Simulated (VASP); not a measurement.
# WS2 (C2/m) in VASP: single point with PBE+D3(BJ)

Aim: the single point of WS2 with PBE+D3(BJ).

Everything below comes from runs of VASP 6.6.1. Logs are shortened: lines on timing, memory, paths and dates and some standing lists are left out, and cuts for length are marked.

### Step 1. The cell of the first run

Symmetry: C2/m, No. 12, monoclinic system. The conventional cell has a = 5.464 Å, b = 3.154 Å, c = 12.141 Å, α = 90.00°, β = 91.72°, γ = 90.00°. Within 3.2 Å of W (site symmetry m) lie 6 S at 2.37 to 2.44 Å and 6 W at 3.15 Å. Within 3.2 Å of S (site symmetry m) lie 3 W at 2.37 to 2.43 Å and 7 S at 3.15 Å. S (site symmetry m) has 3 W at 2.39 to 2.44 Å and 7 S at 3.15 Å within 3.2 Å.

### Step 2. Single point, PBE+D3(BJ) (strain -0.0300 x Voigt [0, 0, 0, 1, 0, 0])

INCAR reads:

```
SYSTEM = WS2
PREC     = Accurate       ! precision mode
ENCUT    = 520            ! plane-wave cutoff, eV
EDIFF    = 1E-7           ! SCF threshold, eV
ISMEAR   = 0              ! smearing method
SIGMA    = 0.05           ! smearing width, eV
LREAL    = .False.        ! projectors in reciprocal space
LASPH    = .True.         ! aspherical terms in the spheres
NELM     = 80             ! most SCF steps
ALGO     = Normal         ! electronic algorithm
ISIF     = 2              ! what is computed and relaxed
LWAVE    = .False.        ! write WAVECAR
LCHARG   = .False.        ! write CHGCAR
GGA      = PE             ! functional
IVDW     = 12             ! dispersion correction
NBANDS   = 35             ! bands
```

KPOINTS reads:

```
regular mesh
0
Gamma
  12 12 4
  0 0 0
```

POSCAR reads:

```
WS2
1.0
    3.1542063626      0.0000000000      0.0000000000
   -1.5771031813      2.7316228388     -0.0409743426
    0.0000000000     -0.1820985709     12.1399047294
W S
2 4
Direct
    0.3333333333      0.6666666667      0.2500000000
    0.6666666667      0.3333333333      0.7500000000
    0.3333333333      0.6666666667      0.6202873801
    0.6666666667      0.3333333333      0.1202873801
    0.3333333333      0.6666666667      0.8797126199
    0.6666666667      0.3333333333      0.3797126199
```

Potentials or basis: VASP PAW PBE potentials, release 64 (W_sv, S).

On the command line:

```bash
$ cat potpaw_PBE.64/W_sv/POTCAR potpaw_PBE.64/S/POTCAR > POTCAR
$ mpirun -np 1 vasp_std > vasp.out
```

OUTCAR:

```text
SYSTEM = WS2
   PREC = Accurate
   ENCUT = 520
   EDIFF = 1E-7
   ISMEAR = 0
   LREAL = .False.
   LASPH = .True.
   NELM = 80
   ISIF = 2
   GGA = PE
   IVDW = 12
 IVDW          = 12

 ion  position               nearest neighbor table
   1  0.333  0.667  0.250-   6 2.37   4 2.39   4 2.39   6 2.43   6 2.43   4 2.44
   2  0.667  0.333  0.750-   3 2.37   5 2.39   5 2.39   3 2.43   3 2.43   5 2.44
   3  0.333  0.667  0.620-   2 2.37   2 2.43   2 2.43
   4  0.667  0.333  0.120-   1 2.39   1 2.39   1 2.44
   5  0.333  0.667  0.880-   2 2.39   2 2.39   2 2.44
   6  0.667  0.333  0.380-   1 2.37   1 2.43   1 2.43

  LATTYP: Found a base centered monoclinic cell.
 ALAT       =     5.4638602582
 B/A-ratio  =     0.5772853282
 C/A-ratio  =     2.2221048523
 COS(beta)  =    -0.0299932515

  Lattice vectors:

 A1 = (   1.5771031813,   2.7316228388,  -0.0409743426)
 A2 = (  -1.5771031813,   2.7316228388,  -0.0409743426)
 A3 = (   0.0000000000,  -0.1820985709,  12.1399047294)

Analysis of symmetry for initial positions (statically):
=====================================================================
 Subroutine PRICEL returns:
 Original cell was already a primitive cell.

 Routine SETGRP: Setting up the symmetry group for a
 base centered monoclinic supercell.

 Subroutine GETGRP returns: Found  4 space group operations
 (whereof  4 operations were pure point group operations)
 out of a pool of  4 trial point group operations.

The static configuration has the point symmetry C_2h.

Analysis of symmetry for dynamics (positions and initial velocities):
=====================================================================
 Subroutine PRICEL returns:
 Original cell was already a primitive cell.

 Routine SETGRP: Setting up the symmetry group for a
 base centered monoclinic supercell.

 Subroutine GETGRP returns: Found  4 space group operations
 (whereof  4 operations were pure point group operations)
 out of a pool of  4 trial point group operations.

The dynamic configuration has the point symmetry C_2h.

 Subroutine INISYM returns: Found  4 space group operations
 (whereof  4 operations are pure point group operations),
 and found     1 'primitive' translations

----------------------------------------------------------------------------------------

                                     Primitive cell

  volume of cell :     104.5751

  direct lattice vectors                    reciprocal lattice vectors
[... 99 lines left out ...]
   IBRION =     -1    ionic relax: 0-MD 1-quasi-New 2-CG
   NFREE  =      0    steps in history (QN), initial steepest desc. (CG)
   ISIF   =      2    stress and relaxation
   ISYM   =      2    0-nonsym 1-usesym 2-fastsym
   POTIM  = 0.5000    time-step for ionic-motion
   TEBEG  =    0.0;   TEEND  =   0.0 temperature during run
   PSTRESS=    0.0 pullay stress
   NELECT =      52.0000    total number of electrons
   NUPDOWN=      -1.0000    fix difference up-down
   EMIN   =  10.00;   EMAX   =-10.00  energy-range for DOS
   EFERMI =   0.00;   METHOD = LEGACY
   ISMEAR =     0;   SIGMA  =   0.05  broadening in eV -4-tet -1-fermi 0-gaus
   EFERMI_NEDOS =   21; number of points for ismear=-14 and -15
   IALGO  =     38    algorithm
   IMIX   =      4    mixing-type and parameters
     AMIX     =   0.40;   BMIX     =  1.00
     AMIX_MAG =   1.60;   BMIX_MAG =  1.00
  volume/ion in A,a.u.               =      17.43       117.62
  Fermi-wavevector in a.u.,A,eV,Ry     =   1.296980  2.450936 22.887123  1.682156
  Thomas-Fermi vector in A             =   2.428401
   LORBIT       =      0    0 simple, 1 ext, 2 COOP (PROOUT), +10 PAW based schemes
   GGA     = PE    functional components
   LHFCALC =     F    Hartree Fock is set to
   AEXX    =    0.0000 exact exchange contribution
   IVDW    =    12    specifies the selected vdW correction
   LEPSILON=     F    determine dielectric tensor
   LRPA    =     F    only Hartree local field effects (RPA)
 non-spin polarized calculation
 Gauss-broadening in eV      SIGMA  =   0.05
  energy-cutoff  :      520.00
  volume of cell :      104.58
 maximum number of plane-waves:      2837
   NGX = 11   NGY = 11   NGZ = 45

 number of electron      51.9999995 magnetization

 Free energy of the ion-electron system (eV)
  ---------------------------------------------------
  ext. energy  EPLUGINS =         0.00000000
  ---------------------------------------------------
  free energy    TOTEN  =       -47.14137692 eV

  energy without entropy =      -47.14137692  energy(sigma->0) =      -47.14137692

 E-fermi :   7.9474     XC(G=0): -11.0793

 val. band max:        7.7415130529   @ k =   0.0000   0.0000   0.0000
 cond. band min:       8.6407525989   @ k =   0.1667   0.1667   0.0000
 fundamental gap:      0.8992395460
 Fermi energy:         7.9473643084

 k-point     1 :       0.0000    0.0000    0.0000
  band No.  band energies     occupation
      1     -66.9146      2.00000
      2     -66.9146      2.00000
      3     -31.1731      2.00000
      4     -31.1731      2.00000
      5     -30.9957      2.00000
      6     -30.9957      2.00000
[... 901 lines left out ...]
     34      12.4708      0.00000
     35      12.8475      0.00000

 [... further k-points ...]

------------------------ aborting loop because EDIFF is reached ----------------------------------------

 Edisp (eV)   -2.61148

 E8    (eV) :    -1.0975

  FORCE on cell =-STRESS in cart. coord.  units (eV):
  Direction    XX          YY          ZZ          XY          YZ          ZX
  --------------------------------------------------------------------------------------
  -------------------------------------------------------------------------------------
  Total       0.04463     0.12723     0.14119     0.00000     3.13874     0.00000
  in kB       0.68373     1.94922     2.16322     0.00000    48.08807     0.00000
  external pressure =        1.60 kB  Pullay stress =        0.00 kB

 VOLUME and BASIS-vectors are now :
 -----------------------------------------------------------------------------
  energy-cutoff  :      520.00
  volume of cell :      104.58
      direct lattice vectors                 reciprocal lattice vectors
     3.154206363  0.000000000  0.000000000     0.317036961  0.183082568  0.002746239
    -1.577103181  2.731622839 -0.040974343     0.000000000  0.366165137  0.005492477
     0.000000000 -0.182098571 12.139904729     0.000000000  0.001235873  0.082391507

 POSITION                                       TOTAL-FORCE (eV/Angst)
 -----------------------------------------------------------------------------------
     -0.00000      1.77556      3.00766         0.000000     -0.035717     -0.001203
      1.57710      0.77397      9.09127         0.000000      0.035717      0.001203
     -0.00000      1.70813      7.50291         0.000000     -0.476601     -0.030864
      1.57710      0.88864      1.44662         0.000000     -0.437296     -0.029463
     -0.00000      1.66089     10.65231         0.000000      0.437296      0.029463
      1.57710      0.84140      4.59602        -0.000000      0.476601      0.030864
 -----------------------------------------------------------------------------------
    total drift:                                0.000000     -0.000000     -0.000000

  FREE ENERGIE OF THE ION-ELECTRON SYSTEM (eV)
  ---------------------------------------------------
  free  energy   TOTEN  =       -49.7528592155 eV

  energy  without entropy=      -49.7528592155  energy(sigma->0) =      -49.75285922
```

OSZICAR:

```text
N       E                     dE             d eps       ncg     rms          rms(c)
DAV:   1     0.513971560110E+03    0.51397E+03   -0.28437E+04 12472   0.149E+03
DAV:   2    -0.168124748276E+02   -0.53078E+03   -0.51256E+03 13241   0.412E+02
DAV:   3    -0.490410710199E+02   -0.32229E+02   -0.31657E+02 14184   0.967E+01
DAV:   4    -0.498077356504E+02   -0.76666E+00   -0.76329E+00 13960   0.156E+01
DAV:   5    -0.498226540023E+02   -0.14918E-01   -0.14908E-01 13915   0.232E+00    0.383E+01
DAV:   6    -0.475084240943E+02    0.23142E+01   -0.81461E+00 13089   0.193E+01    0.165E+01
DAV:   7    -0.472894486297E+02    0.21898E+00   -0.26957E+00 12311   0.854E+00    0.675E+00
DAV:   8    -0.471415443006E+02    0.14790E+00   -0.40775E-01 12902   0.443E+00    0.224E+00
DAV:   9    -0.471444866571E+02   -0.29424E-02   -0.54303E-02 13771   0.120E+00    0.121E+00
DAV:  10    -0.471419336754E+02    0.25530E-02   -0.27716E-02 13543   0.108E+00    0.418E-01
DAV:  11    -0.471413925604E+02    0.54111E-03   -0.47705E-03 12659   0.429E-01    0.195E-01
DAV:  12    -0.471413608903E+02    0.31670E-04   -0.19188E-04 12938   0.811E-02    0.887E-02
DAV:  13    -0.471413757492E+02   -0.14859E-04   -0.38042E-05 12841   0.363E-02    0.550E-02
DAV:  14    -0.471413779150E+02   -0.21658E-05   -0.24804E-05 13701   0.288E-02    0.380E-02
DAV:  15    -0.471413767975E+02    0.11175E-05   -0.39961E-06 13392   0.138E-02    0.205E-02
DAV:  16    -0.471413768430E+02   -0.45523E-07   -0.13120E-06 12280   0.460E-03    0.672E-03
DAV:  17    -0.471413769224E+02   -0.79421E-07   -0.13722E-07  8484   0.171E-03
   1 F= -.49752859E+02 E0= -.49752859E+02  d E =-.213170E-11
```

stdout:

```text
POSCAR found type information on POSCAR W S
 POSCAR found :  2 types and       6 ions
 scaLAPACK will be used
 LDA part: xc-table for (Slater+PW92), standard interpolation
 POSCAR, INCAR and KPOINTS ok, starting setup
 FFT: planning ... GRIDC
 FFT: planning ... GRID_SOFT
 FFT: planning ... GRID
 WAVECAR not read
 entering main loop
```

It took 17 min on 1 thread of Intel Xeon 8259CL, shared host; peak memory 0.56 GiB.

Results:

- Free energy: -49.7529 eV
- Pressure: 0.2 GPa
- Largest force: 0.478 eV/Å
- Band gap on the k mesh: 0.90 eV (least direct gap 1.83 eV)
- Dispersion energy per atom: -0.435 eV

Forces on the atoms (eV/Å):
```
W    0.000 -0.036 -0.001
W    0.000  0.036  0.001
S    0.000 -0.477 -0.031
S    0.000 -0.437 -0.029
S    0.000  0.437  0.029
S    0.000  0.477  0.031
```

Stress tensor (GPa, compression positive):
```
0.07 0.00 0.00
0.00 0.19 4.81
0.00 4.81 0.22
```

Caveat: the cell differs from its parent crystal (strain -0.0300 x Voigt [0, 0, 0, 1, 0, 0]); spin-orbit coupling is left out, which moves the levels of the heavy elements.
